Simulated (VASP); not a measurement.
The system is CaSe.

```
Ca Se
1.0
     0.00000    3.27956    3.27956
     3.27956    0.00000    3.27956
     3.27956    3.27956    0.00000
Ca Se
1 1
Direct
  0.00000 0.00000 0.00000
  0.25000 0.25000 0.25000
```

Base run:

* Program: VASP 6.6.1
* Functional: PBE-based global hybrid with 100 % exact exchange
* Potentials or basis: VASP PAW PBE potentials, release 64 (Ca_sv, Se)
* Cutoff: 520 eV
* k mesh: 4 × 4 × 4
* Occupations: gaussian, width 0.01 eV
* Spin: no spin polarisation

Its results: band gap on the k mesh 9.91 eV (least direct gap 9.95 eV); pressure -0.8 GPa.

The run is repeated on the same cell with these changes: functional from PBE-based global hybrid with 100 % exact exchange to PBE-based screened hybrid with 30 % exact exchange; share of exact exchange from 1 to 0.3. What comes out?

Band gap on the k mesh 4.28 eV (least direct gap 4.36 eV); pressure 0.3 GPa.

Caveats: the PAW data sets were made with another functional, which shifts forces and pressure a little.

A k mesh can miss the band edges.
